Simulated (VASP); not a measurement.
# CsOs (P4/mmm) in VASP: further runs, part 2 of 2

VASP 6.6.1. Earlier steps stand in the parts before.

## Step 3: Single point, PBE

This run uses another cell than the first one, of 26.90 Å³/atom.

The input, INCAR:

```
SYSTEM = CsOs
PREC     = Accurate       ! precision mode
ENCUT    = 520            ! plane-wave cutoff, eV
EDIFF    = 1E-6           ! SCF threshold, eV
ISMEAR   = 0              ! smearing method
SIGMA    = 0.1            ! smearing width, eV
LREAL    = .FALSE.        ! projectors in reciprocal space
LASPH    = .TRUE.         ! aspherical terms in the spheres
NELM     = 60             ! most SCF steps
ALGO     = Fast           ! electronic algorithm
ISIF     = 2              ! what is computed and relaxed
LWAVE    = .FALSE.        ! write WAVECAR
LCHARG   = .FALSE.        ! write CHGCAR
GGA      = PE             ! functional
NBANDS   = 16             ! bands
```

The input, KPOINTS:

```
Automatic mesh
0
G
  16 16 12
  0 0 0
```

The input, POSCAR:

```
CsOs
1.0
    2.9968100842      0.0000000000      0.0000000000
    0.0000000000      2.9968100842      0.0000000000
    0.0000000000      0.0000000000      5.9900676500
Cs Os
1 1
Direct
    0.5000000000      0.5000000000      0.5000000000
    0.0000000000      0.0000000000      0.0000000000
```

Potentials or basis: VASP PAW PBE potentials, release 64 (Cs_sv, Os).

Command:

```
$ cat potpaw_PBE.64/Cs_sv/POTCAR potpaw_PBE.64/Os/POTCAR > POTCAR
$ mpirun -np 1 vasp_std > vasp.out
```

OUTCAR:

```text
SYSTEM = CsOs
   PREC = Accurate
   ENCUT = 520
   EDIFF = 1E-6
   ISMEAR = 0
   LREAL = .FALSE.
   LASPH = .TRUE.
   NELM = 60
   ISIF = 2
   GGA = PE

 ion  position               nearest neighbor table
   1  0.500  0.500  0.500-
   2  0.000  0.000  0.000-

  LATTYP: Found a simple tetragonal cell.
 ALAT       =     2.9968100842
 C/A-ratio  =     1.9988145667

  Lattice vectors:

 A1 = (   2.9968100842,   0.0000000000,   0.0000000000)
 A2 = (   0.0000000000,   2.9968100842,   0.0000000000)
 A3 = (   0.0000000000,   0.0000000000,   5.9900676500)

Analysis of symmetry for initial positions (statically):
=====================================================================
 Subroutine PRICEL returns:
 Original cell was already a primitive cell.

 Routine SETGRP: Setting up the symmetry group for a
 simple tetragonal supercell.

 Subroutine GETGRP returns: Found 16 space group operations
 (whereof 16 operations were pure point group operations)
 out of a pool of 16 trial point group operations.

The static configuration has the point symmetry D_4h.

[... 160 lines left out ...]
  energy without entropy =       -7.45474478  energy(sigma->0) =       -7.46325515

 E-fermi :   4.1936     XC(G=0): -10.5886

 val. band max:        4.1927062217   @ k =   0.3125   0.1250   0.0833
 cond. band min:       4.1997482758   @ k =   0.3125   0.1250   0.1667
 fundamental gap:      0.0070420541
 Fermi energy:         4.1935830576

 k-point     1 :       0.0000    0.0000    0.0000
  band No.  band energies     occupation
      1     -19.4537      2.00000
      2      -6.0111      2.00000
      3      -2.5054      2.00000
      4      -2.5054      2.00000
      5      -1.0721      2.00000
      6       1.3920      2.00000
[... 433 lines left out ...]
      3      -4.6994      2.00000
      4      -2.7792      2.00000
      5       1.7329      2.00000
      6       2.7288      2.00000
[... 8 lines left out ...]
     15      13.3931      0.00000
     16      14.3856      0.00000

 [... further k-points ...]

------------------------ aborting loop because EDIFF is reached ----------------------------------------

  FORCE on cell =-STRESS in cart. coord.  units (eV):
  Direction    XX          YY          ZZ          XY          YZ          ZX
  --------------------------------------------------------------------------------------
  -------------------------------------------------------------------------------------
  Total        0.2289515      0.2289515      0.0639241      0.0000000      0.0000000     -0.0000000
  in kB        6.8187376      6.8187376      1.9038154      0.0000000      0.0000000     -0.0000000
  external PRESSURE =       5.1804302 kB  Pullay stress =       0.0000000 kB

 VOLUME and BASIS-vectors are now :
 -----------------------------------------------------------------------------
  energy-cutoff  :      520.00
  volume of cell :       53.80
      direct lattice vectors                 reciprocal lattice vectors
     2.996810084  0.000000000  0.000000000     0.333688146  0.000000000  0.000000000
     0.000000000  2.996810084  0.000000000     0.000000000  0.333688146  0.000000000
     0.000000000  0.000000000  5.990067650     0.000000000  0.000000000  0.166943023

 POSITION                                       TOTAL-FORCE (eV/Angst)
 -----------------------------------------------------------------------------------
      1.49841      1.49841      2.99503         0.000000      0.000000      0.000000
      0.00000      0.00000      0.00000         0.000000      0.000000      0.000000
 -----------------------------------------------------------------------------------
    total drift:                               -0.000000      0.000000     -0.000000

  FREE ENERGIE OF THE ION-ELECTRON SYSTEM (eV)
  ---------------------------------------------------
  free  energy   TOTEN  =        -7.4717655167 eV

  energy  without entropy=       -7.4547447816  energy(sigma->0) =       -7.46325515
```

Wall time 3.6 min (1 thread of Oxide Virtual Turin-like, shared host); peak memory 0.36 GiB.

Results:

```
Free energy            : -7.4718 eV
Pressure               : 0.5 GPa
Band gap on the k mesh : zero (an odd number of electrons rules out a gap without spin polarisation)
```

Caveat: spin-orbit coupling is left out, which moves the levels of the heavy elements.

## Step 4: Single point, PBE

This run uses another cell than the first one, of 26.89 Å³/atom.

The input, INCAR:

```
  ALGO = Fast
  EDIFF = 1E-7
  ENCUT = 520
  GGA = PE
  ISIF = 2
  ISMEAR = 0
  LASPH = True
  LCHARG = False
  LREAL = False
  LWAVE = False
  NBANDS = 16
  NELM = 80
  PREC = Accurate
  SIGMA = 0.1
```

The input, KPOINTS:

```
k-points
0
Gamma
  18 18 10
```

The input, POSCAR:

```
CsOs
1.0
    2.9934600502      0.0000000000      0.0000000000
    0.0000000000      2.9934600502      0.0000000000
    0.0000000000      0.0000000000      6.0020846824
Cs Os
1 1
Direct
    0.5000000000      0.5000000000      0.5000000000
    0.0000000000      0.0000000000      0.0000000000
```

Command:

```
$ cat potpaw_PBE.64/Cs_sv/POTCAR potpaw_PBE.64/Os/POTCAR > POTCAR
$ mpirun -np 1 vasp_std > vasp.out
```

Run time: 5.3 min. Hardware: 1 thread of Oxide Virtual Turin-like, shared host; peak memory 0.37 GiB.

It converged, with:

```
Free energy            : -7.4779 eV
Pressure               : 0.5 GPa
Band gap on the k mesh : zero (an odd number of electrons rules out a gap without spin polarisation)
```

Stress tensor (GPa, compression positive):
```
0.71 0.00 0.00
0.00 0.71 0.00
0.00 0.00 0.19
```

Levels at points of the mesh, in eV from the Fermi level:
```
           k point  band 5  band 6  band 7  band 8  band 9  band 10  band 11  band 12
(0.00, 0.00, 0.00)   -5.33   -2.87   -1.55    0.36    0.36     1.14     2.26     3.21
(0.50, 0.00, 0.00)   -3.03   -1.51   -0.60   -0.29    0.26     0.44     0.64     3.73
(0.50, 0.50, 0.00)   -3.05   -1.98   -1.81   -1.81    1.35     2.30     4.59     4.59
(0.00, 0.00, 0.50)   -4.43   -2.86   -0.58    0.39    0.45     0.45     1.14     2.19
(0.50, 0.00, 0.50)   -3.41   -2.20   -1.61   -0.31    0.62     1.69     2.92     4.63
(0.50, 0.50, 0.50)   -2.77   -1.38   -1.38   -1.05   -0.41     2.13     2.13     2.30
```

Caveat: spin-orbit coupling is left out, which moves the levels of the heavy elements.

## Step 5: Overview

| cell | k mesh | further INCAR settings | gap on the mesh (eV) | pressure (GPa) |
| --- | --- | --- | --- | --- |
| a = 3.607, b = 3.607, c = 4.728 Å, 2 atoms | 6 × 6 × 4 | ALGO = Fast; EDIFF = 1e-06; NBANDS = 16 | none | -2.2 |
| a = 2.997, b = 2.997, c = 5.990 Å, 2 atoms | 16 × 16 × 12 | ALGO = Fast; EDIFF = 1e-06; NBANDS = 16 | none | 0.5 |
| a = 2.993, b = 2.993, c = 6.002 Å, 2 atoms | 18 × 18 × 10 | ALGO = Fast; EDIFF = 1e-07; NBANDS = 16 | none | 0.5 |

Alike in all rows: task single point; level PBE; potentials or basis VASP PAW PBE potentials, release 64 (Cs_sv, Os); no spin polarisation; cutoff (eV) 520; smearing gaussian 0.1 eV.

Caveats: spin-orbit coupling is left out, which moves the levels of the heavy elements; the stress differs along the axes, from -5 to 4 GPa (at least some runs).

Total energies depend on the potentials used, so only differences within one code and one set of settings carry meaning.
